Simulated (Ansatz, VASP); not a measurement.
# K in VASP and in Ansatz

```
CELL_PARAMETERS angstrom
4.88025 0.00000 0.00000
-2.44013 4.22642 0.00000
0.00000 0.00000 15.89303
ATOMIC_POSITIONS crystal
K 0.00000 0.00000 0.00000
K 0.00000 0.00000 0.50000
K 0.33333 0.66667 0.25000
K 0.66667 0.33333 0.75000
```

Alike in both runs: task single point; functional BLYP; k mesh 9 × 9 × 3; occupations fermi-dirac, width 0.1 eV; no spin polarisation.

|  | VASP | Ansatz |
| --- | --- | --- |
| version | VASP 6.6.1 | Ansatz 0.2.0 |
| potentials or method | VASP PAW PBE potentials, release 64 (K_sv), cutoff 520 eV | plane waves (420 eV) with PAW, scalar-relativistic |
| valence electrons in the cell | 36 | 36 |

```tsv
	VASP	Ansatz	Ansatz less VASP
pressure (GPa)	-0.2	-0.2	+0.01
```

VASP's potentials were made for PBE, not for BLYP. With one functional, cell and mesh, what is left measures potentials, basis and numerics.
